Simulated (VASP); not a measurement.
Wanted: the native input for a VASP 6.6.1 run.

```yaml
Task: single point
Functional: PBE
Potentials_or_basis: VASP PAW PBE potentials, release 64 (Sn_d, Ge_d, P)
Cutoff: 520 eV
k_mesh: 6 × 6 × 6
Occupations: gaussian, width 0.1 eV
Spin: no spin polarisation
Dipole_correction: no
Further_INCAR_settings: ALGO = Normal; EDIFF = 1e-07; NBANDS = 34
```

The structure of SnGe2P2 lies in POSCAR:

```
SnGe2P2
1.0
   -2.8706620597      2.8706620597      4.5835105721
    2.8706620597     -2.8706620597      4.5835105721
    2.8706620597      2.8706620597     -4.5835105721
Sn Ge P
1 2 2
Direct
    0.0000000000      0.0000000000      0.0000000000
    0.5000000000      0.0000000000      0.5000000000
    0.0000000000      0.5000000000      0.5000000000
    0.7500000000      0.2500000000      0.5000000000
    0.2500000000      0.7500000000      0.5000000000
```

These files were run (other wordings do the same):

INCAR

```
SYSTEM = SnGe2P2
PREC     = Accurate       ! precision mode
ENCUT    = 520            ! plane-wave cutoff, eV
EDIFF    = 1E-7           ! SCF threshold, eV
ISMEAR   = 0              ! smearing method
SIGMA    = 0.1            ! smearing width, eV
LREAL    = .FALSE.        ! projectors in reciprocal space
LASPH    = .TRUE.         ! aspherical terms in the spheres
NELM     = 100            ! most SCF steps
ALGO     = Normal         ! electronic algorithm
ISIF     = 2              ! what is computed and relaxed
LWAVE    = .FALSE.        ! write WAVECAR
LCHARG   = .FALSE.        ! write CHGCAR
GGA      = PE             ! functional
NBANDS   = 34             ! bands
```

KPOINTS

```
regular mesh
0
G
  6 6 6
  0 0 0
```

Potentials or basis: VASP PAW PBE potentials, release 64 (Sn_d, Ge_d, P).

Launch:

```console
$ cat potpaw_PBE.64/Sn_d/POTCAR potpaw_PBE.64/Ge_d/POTCAR potpaw_PBE.64/P/POTCAR > POTCAR
$ mpirun -np 1 vasp_std > vasp.out
```

Results of the run:

```
Pressure               : 0.1 GPa
Band gap on the k mesh : zero (band 26 reaches 3.78 eV, above the bottom of band 27 at 1.92 eV)
```

Caveat: spin-orbit coupling is left out, which moves the levels of the heavy elements.

Run time: 2.4 min on 1 thread of Intel(R) Xeon(R) Platinum 8488C (Sapphire Rapids), with other jobs on the host, peak memory 0.4 GiB.
